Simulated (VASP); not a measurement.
# ZrWN2: single point with PBE

The system is ZrWN2.

```xyz
4
Lattice="1.5801 0.9123 5.1903 -1.5801 0.9123 5.1903 0.0000 -1.8246 5.1903" Properties=species:S:1:pos:R:3 pbc="T T T"
Zr    0.0000    0.0000    7.7854
W     0.0000    0.0000    0.0000
N     0.0000    0.0000   11.4976
N     0.0000    0.0000    4.0732
```

```json
{
 "Program": "VASP 6.6.1",
 "Task": "single point",
 "Functional": "PBE",
 "Potentials or basis": "VASP PAW PBE potentials, release 64 (Zr_sv, W_sv, N)",
 "Cutoff": "520 eV",
 "k mesh": "6 × 6 × 6",
 "Occupations": "gaussian, width 0.1 eV",
 "Spin": "no spin polarisation",
 "Dipole correction": "no",
 "Further INCAR settings": "ALGO = Normal; EDIFF = 1e-06; NBANDS = 26"
}
```

```
Pressure               : -0.8 GPa
Largest force          : 1.381 eV/Å
Band gap on the k mesh : zero (bands 18 and 19 overlap by 2.41 eV)
```

Forces on the atoms (eV/Å):
```
Zr   0.000  0.000  0.000
W    0.000  0.000  0.000
N    0.000  0.000  1.381
N    0.000  0.000 -1.381
```

Stress tensor (GPa, compression positive):
```
 0.71  0.00  0.00
 0.00  0.71  0.00
 0.00  0.00 -3.76
```

Levels at points of the mesh, in eV from the Fermi level:
```tsv
k point	band 15	band 16	band 17	band 18	band 19	band 20	band 21	band 22
(0.00, 0.00, 0.00)	-3.39	-3.39	-2.07	-2.07	-1.81	0.32	0.32	1.11
(0.50, 0.00, 0.00)	-6.12	-5.36	-1.85	-1.57	0.75	0.85	3.43	3.57
(0.50, 0.50, 0.00)	-4.66	-4.29	-4.05	0.54	0.79	1.67	2.32	3.70
(0.50, 0.50, 0.50)	-4.70	-4.70	-1.39	-1.39	-0.78	-0.50	0.70	0.70
```

Run time: 48 s on 1 thread of Intel(R) Xeon(R) 6975P-C (Granite Rapids), with other jobs on the host, peak memory 0.27 GiB.

Caveat: the k points lie up to 0.39 Å⁻¹ apart, too coarse for converged energies and pressures of a metal; spin-orbit coupling is left out, which moves the levels of the heavy elements; forces of over 1 eV/Å act on the atoms, so gaps and moduli don't describe the material at rest.
